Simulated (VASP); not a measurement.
# C (P2_1/m) in VASP: notebook

C is run at these levels: PBEsol+D3(BJ); tasks: single point.

Program: VASP 6.6.1. These are calculated values, not measurements. Logs are shortened: lines on timing, memory, paths and dates and some standing lists are left out, and cuts for length are marked.

### Step 1. The cell of the first run

It takes space group P2_1/m (No. 11, monoclinic). Conventional cell: a = 2.147 Å, b = 6.350 Å, c = 2.486 Å, α = 90.00°, β = 106.54°, γ = 90.00°. C (site symmetry m) has 3 C at 1.24 to 1.61 Å within 1.7 Å. C (site symmetry m) has 3 C at 1.24 to 1.61 Å within 1.7 Å.

### Step 2. Single point, PBEsol+D3(BJ) (engineering shear strain xy -0.3000, normal strain along z -0.0350)

Contents of INCAR:

```
ALGO     = Normal         # electronic algorithm
EDIFF    = 1E-6           # SCF threshold, eV
ENCUT    = 520            # plane-wave cutoff, eV
GGA      = PS             # functional
ISIF     = 2              # what is computed and relaxed
ISMEAR   = 0              # smearing method
IVDW     = 12             # dispersion correction
LASPH    = True           # aspherical terms in the spheres
LCHARG   = True           # write CHGCAR
LELF     = True           # ELF
LREAL    = False          # projectors in reciprocal space
LVHAR    = True         
LWAVE    = False          # write WAVECAR
NBANDS   = 16             # bands
NELM     = 80             # most SCF steps
PREC     = Accurate       # precision mode
SIGMA    = 0.15           # smearing width, eV
```

Contents of KPOINTS:

```
k-points
0
Gamma
  18 18 6
```

Contents of POSCAR:

```
C
1.0
    2.4580081303     -0.3687012195      0.0000000000
   -1.5483086877      2.3130480933      0.0000000000
    0.0000000000      0.0000000000      6.3497547534
C
4
Direct
    0.0000000000      0.0000000000      0.0025000000
    0.0000000000      0.0000000000      0.5025000000
    0.3333333333      0.6666666667      0.0025000000
    0.6666666667      0.3333333333      0.5025000000
```

Potentials or basis: VASP PAW PBE potentials, release 64 (C).

The run is started by

```console
$ cat potpaw_PBE.64/C/POTCAR > POTCAR
$ mpirun -np 1 vasp_std > vasp.out
```

OUTCAR:

```text
EDIFF = 1E-6
   ENCUT = 520
   GGA = PS
   ISIF = 2
   ISMEAR = 0
   IVDW = 12
   LASPH = True
   LREAL = False
   NELM = 80
   PREC = Accurate
 IVDW          = 12

 ion  position               nearest neighbor table
   1  0.000  0.000  0.002-   3 1.24   3 1.44   3 1.61
   2  0.000  0.000  0.502-   4 1.24   4 1.44   4 1.61
   3  0.333  0.667  0.002-   1 1.24   1 1.44   1 1.61
   4  0.667  0.333  0.502-   2 1.24   2 1.44   2 1.61

  LATTYP: Found a simple monoclinic cell.
 ALAT       =     2.1466340726
 B/A-ratio  =     2.9580052020
 C/A-ratio  =     1.1578624104
 COS(beta)  =    -0.2847292703

  Lattice vectors:

 A1 = (   0.9096994426,   1.9443468738,   0.0000000000)
 A2 = (   0.0000000000,   0.0000000000,  -6.3497547534)
 A3 = (  -2.4580081303,   0.3687012195,   0.0000000000)

Analysis of symmetry for initial positions (statically):
=====================================================================
 Subroutine PRICEL returns:
 Original cell was already a primitive cell.

 Routine SETGRP: Setting up the symmetry group for a
 simple monoclinic supercell.

 Subroutine GETGRP returns: Found  4 space group operations
 (whereof  1 operations were pure point group operations)
 out of a pool of  4 trial point group operations.

The static configuration has the point symmetry C_1 .
 The point group associated with its full space group is C_2h.

Analysis of symmetry for dynamics (positions and initial velocities):
=====================================================================
 Subroutine PRICEL returns:
 Original cell was already a primitive cell.

 Routine SETGRP: Setting up the symmetry group for a
 simple monoclinic supercell.

 Subroutine GETGRP returns: Found  4 space group operations
 (whereof  1 operations were pure point group operations)
 out of a pool of  4 trial point group operations.

The dynamic configuration has the point symmetry C_1 .
 The point group associated with its full space group is C_2h.

 Subroutine INISYM returns: Found  4 space group operations
 (whereof  1 operations are pure point group operations),
 and found     1 'primitive' translations

----------------------------------------------------------------------------------------

                                     Primitive cell

  volume of cell :      32.4766

  direct lattice vectors                    reciprocal lattice vectors
     2.458008130 -0.368701220  0.000000000     0.452241731  0.302721679  0.000000000
    -1.548308688  2.313048093  0.000000000     0.072087597  0.480583977  0.000000000
     0.000000000  0.000000000  6.349754753     0.000000000  0.000000000  0.157486397

  length of vectors
     2.485506902  2.783424379  6.349754753     0.544208598  0.485960472  0.157486397

  position of ions in fractional coordinates (direct lattice)
     0.000000000  0.000000000  0.002500000
     0.000000000  0.000000000  0.502500000
     0.333333333  0.666666667  0.002500000
     0.666666667  0.333333333  0.502500000

  ion indices of the primitive-cell ions
   primitive index   ion index
                 1           1
                 2           2
                 3           3
                 4           4

----------------------------------------------------------------------------------------

 KPOINTS: k-points

Automatic generation of k-mesh.
 Grid dimensions read from file:
 generate k-points for:   18   18    6

 Generating k-lattice:

  Cartesian coordinates                     Fractional coordinates (reciprocal lattice)
     0.025124541  0.016817871  0.000000000     0.055555556 -0.000000000  0.000000000
     0.004004866  0.026699110  0.000000000    -0.000000000  0.055555556  0.000000000
     0.000000000  0.000000000  0.026247733     0.000000000  0.000000000  0.166666667

  Length of vectors
     0.030233811  0.026997804  0.026247733

  Shift w.r.t. Gamma in fractional coordinates (k-lattice)
     0.000000000  0.000000000  0.000000000

 Subroutine IBZKPT returns following result:
 ===========================================

 Found    656 irreducible k-points:

 Following reciprocal coordinates:
            Coordinates               Weight
  0.000000  0.000000  0.000000      1.000000
  0.055556  0.000000  0.000000      2.000000
  0.111111  0.000000  0.000000      2.000000
  0.166667 -0.000000  0.000000      2.000000
  0.222222  0.000000  0.000000      2.000000
  0.277778  0.000000  0.000000      2.000000
[... 16 lines left out ...]
 -0.333333  0.055556  0.000000      2.000000
 -0.277778  0.055556  0.000000      2.000000
 [... further k-points ...]
   k-points           NKPTS =    656   k-points in BZ     NKDIM =    656   number of bands    NBANDS=     16
   number of dos      NEDOS =    301   number of ions     NIONS =      4
   total plane-waves  NPLWV =  20736
   dimension x,y,z NGX =    18 NGY =   24 NGZ =   48
   dimension x,y,z NGXF=    36 NGYF=   48 NGZF=   96
   ions per type =               4
   NGX,Y,Z   is equivalent  to a cutoff of  12.04, 14.33, 12.57 a.u.
   NGXF,Y,Z  is equivalent  to a cutoff of  24.08, 28.67, 25.13 a.u.
 SYSTEM =  unknown system
   PREC   = accura    normal or accurate (medium, high low for compatibility)
   ISTART =      0    job   : 0-new  1-cont  2-samecut
   ICHARG =      2    charge: 1-file 2-atom 10-const
   ISPIN  =      1    spin polarized calculation?
   LNONCOLLINEAR =      F non collinear calculations
   LSORBIT =      F    spin-orbit coupling
   LASPH  =      T    aspherical Exc in radial PAW
   ENCUT  =  520.0 eV  38.22 Ry    6.18 a.u.   4.62  5.18 11.81*2*pi/ulx,y,z
   NELM   =     80;   NELMIN=  2; NELMDL= -5     # of ELM steps
   EDIFF  = 0.1E-05   stopping-criterion for ELM
   LREAL  =      F    real-space projection
   EDIFFG = 0.1E-04   stopping-criterion for IOM
   NSW    =      0    number of steps for IOM
   IBRION =     -1    ionic relax: 0-MD 1-quasi-New 2-CG
   NFREE  =      0    steps in history (QN), initial steepest desc. (CG)
   ISIF   =      2    stress and relaxation
   ISYM   =      2    0-nonsym 1-usesym 2-fastsym
   POTIM  = 0.5000    time-step for ionic-motion
   TEBEG  =    0.0;   TEEND  =   0.0 temperature during run
   PSTRESS=    0.0 pullay stress
   NELECT =      16.0000    total number of electrons
   NUPDOWN=      -1.0000    fix difference up-down
   EMIN   =  10.00;   EMAX   =-10.00  energy-range for DOS
   EFERMI =   0.00;   METHOD = LEGACY
   ISMEAR =     0;   SIGMA  =   0.15  broadening in eV -4-tet -1-fermi 0-gaus
   EFERMI_NEDOS =   21; number of points for ismear=-14 and -15
   IALGO  =     38    algorithm
   IMIX   =      4    mixing-type and parameters
     AMIX     =   0.40;   BMIX     =  1.00
     AMIX_MAG =   1.60;   BMIX_MAG =  1.00
  volume/ion in A,a.u.               =       8.12        54.79
  Fermi-wavevector in a.u.,A,eV,Ry     =   1.292978  2.443374 22.746116  1.671792
  Thomas-Fermi vector in A             =   2.424652
   LORBIT       =      0    0 simple, 1 ext, 2 COOP (PROOUT), +10 PAW based schemes
   GGA     = PS    functional components
   LHFCALC =     F    Hartree Fock is set to
   AEXX    =    0.0000 exact exchange contribution
   IVDW    =    12    specifies the selected vdW correction
   LEPSILON=     F    determine dielectric tensor
   LRPA    =     F    only Hartree local field effects (RPA)
 non-spin polarized calculation
 Gauss-broadening in eV      SIGMA  =   0.15
  energy-cutoff  :      520.00
  volume of cell :       32.48
 maximum number of plane-waves:       898
   NGX =  9   NGY = 11   NGZ = 23

 number of electron      16.0000000 magnetization

 Free energy of the ion-electron system (eV)
  ---------------------------------------------------
  ext. energy  EPLUGINS =         0.00000000
  ---------------------------------------------------
  free energy    TOTEN  =       -33.79834518 eV

  energy without entropy =      -33.79738090  energy(sigma->0) =      -33.79786304

 E-fermi :   6.0451     XC(G=0): -11.0115

 val. band max:        5.9683822396   @ k =   0.4444   0.0556   0.0000
 cond. band min:       6.1288012427   @ k =   0.3889   0.1667   0.3333
 fundamental gap:      0.1604190031
 Fermi energy:         6.0450561570

 k-point     1 :       0.0000    0.0000    0.0000
  band No.  band energies     occupation
      1     -14.8060      2.00000
      2     -14.3638      2.00000
      3      -3.8126      2.00000
      4      -1.2406      2.00000
      5       1.1114      2.00000
      6       1.1653      2.00000
[... 8 lines left out ...]
     15      16.7341      0.00000
     16      16.7622      0.00000

 k-point     2 :       0.0556    0.0000    0.0000
  band No.  band energies     occupation
      1     -14.7100      2.00000
      2     -14.2707      2.00000
      3      -3.6897      2.00000
      4      -1.1273      2.00000
      5       0.9587      2.00000
      6       1.0164      2.00000
[... 8 lines left out ...]
     15      16.2934      0.00000
     16      17.2247      0.00000

 k-point     3 :       0.1111    0.0000    0.0000
  band No.  band energies     occupation
      1     -14.4229      2.00000
      2     -13.9925      2.00000
      3      -3.3223      2.00000
      4      -0.7887      2.00000
      5       0.5194      2.00000
      6       0.5910      2.00000
[... 8 lines left out ...]
     15      15.6521      0.00000
     16      17.6941      0.00000

 k-point     4 :       0.1667   -0.0000    0.0000
  band No.  band energies     occupation
      1     -13.9478      2.00000
      2     -13.5323      2.00000
      3      -2.7132      2.00000
      4      -0.2297      2.00000
      5      -0.1428      2.00000
      6      -0.0498      2.00000
[... 8 lines left out ...]
     15      15.8278      0.00000
     16      18.1850      0.00000
[... 324 lines left out ...]
 k-point    22 :      -0.3889    0.0556    0.0000
  band No.  band energies     occupation
      1     -11.0498      2.00000
      2     -10.7386      2.00000
      3      -3.1570      2.00000
      4      -3.0721      2.00000
      5      -2.6648      2.00000
      6      -2.6088      2.00000
[... 8 lines left out ...]
     15      20.1270      0.00000
     16      21.1188      0.00000

 k-point    23 :      -0.3333    0.0556    0.0000
  band No.  band energies     occupation
      1     -12.0751      2.00000
      2     -11.7250      2.00000
      3      -2.5921      2.00000
      4      -2.4528      2.00000
      5      -1.3257      2.00000
      6      -1.2384      2.00000
[... 8 lines left out ...]
     15      19.7970      0.00000
     16      20.1895      0.00000

 k-point    24 :      -0.2778    0.0556    0.0000
  band No.  band energies     occupation
      1     -12.9585      2.00000
      2     -12.5776      2.00000
      3      -2.0097      2.00000
      4      -1.8734      2.00000
      5      -1.4351      2.00000
      6       0.1565      2.00000
[... 8 lines left out ...]
     15      18.3481      0.00000
     16      18.9337      0.00000

 [... further k-points ...]

------------------------ aborting loop because EDIFF is reached ----------------------------------------

 Edisp (eV)   -0.38972

 E8    (eV) :    -0.1895

  FORCE on cell =-STRESS in cart. coord.  units (eV):
  Direction    XX          YY          ZZ          XY          YZ          ZX
  --------------------------------------------------------------------------------------
  -------------------------------------------------------------------------------------
  Total      12.15823    10.95172     0.24597    30.73232     0.00000     0.00000
  in kB     599.80488   540.28402    12.13432  1516.12495     0.00000     0.00000
  external pressure =      384.07 kB  Pullay stress =        0.00 kB

 VOLUME and BASIS-vectors are now :
 -----------------------------------------------------------------------------
  energy-cutoff  :      520.00
  volume of cell :       32.48
      direct lattice vectors                 reciprocal lattice vectors
     2.458008130 -0.368701220  0.000000000     0.452241731  0.302721679  0.000000000
    -1.548308688  2.313048093  0.000000000     0.072087597  0.480583977  0.000000000
     0.000000000  0.000000000  6.349754753     0.000000000  0.000000000  0.157486397

 POSITION                                       TOTAL-FORCE (eV/Angst)
 -----------------------------------------------------------------------------------
      0.00000      0.00000      0.01587         5.054866      2.573607      0.000000
      0.00000      0.00000      3.19075        -5.054866     -2.573607      0.000000
     -0.21287      1.41913      0.01587        -5.112296     -2.597640      0.000000
      1.12257      0.52522      3.19075         5.112296      2.597640      0.000000
 -----------------------------------------------------------------------------------
    total drift:                                0.000000      0.000000     -0.000022

  FREE ENERGIE OF THE ION-ELECTRON SYSTEM (eV)
  ---------------------------------------------------
  free  energy   TOTEN  =       -34.1880604650 eV

  energy  without entropy=      -34.1870961824  energy(sigma->0) =      -34.18757832
```

It took 4.5 min on 1 thread of Intel Xeon Platinum 8259CL at 2.50GHz (Skylake/Cascade Lake), shared host; peak memory 0.36 GiB.

Results:

```yaml
Free_energy: -34.1881 eV
Pressure: 38.4 GPa
Largest_force: 5.734 eV/Å
Dispersion_energy_per_atom: -0.097 eV
```

Forces on the atoms (eV/Å):
```
C    5.055  2.574  0.000
C   -5.055 -2.574  0.000
C   -5.112 -2.598  0.000
C    5.112  2.598  0.000
```

Stress tensor (GPa, compression positive):
```
 59.98 151.61   0.00
151.61  54.03   0.00
  0.00   0.00   1.21
```

Caveat: the cell differs from its parent crystal (engineering shear strain xy -0.3000, normal strain along z -0.0350); the cell stands under pressure; the PAW data sets were made with another functional, which shifts forces and pressure a little.

(Part 1 of 2 ends here.)
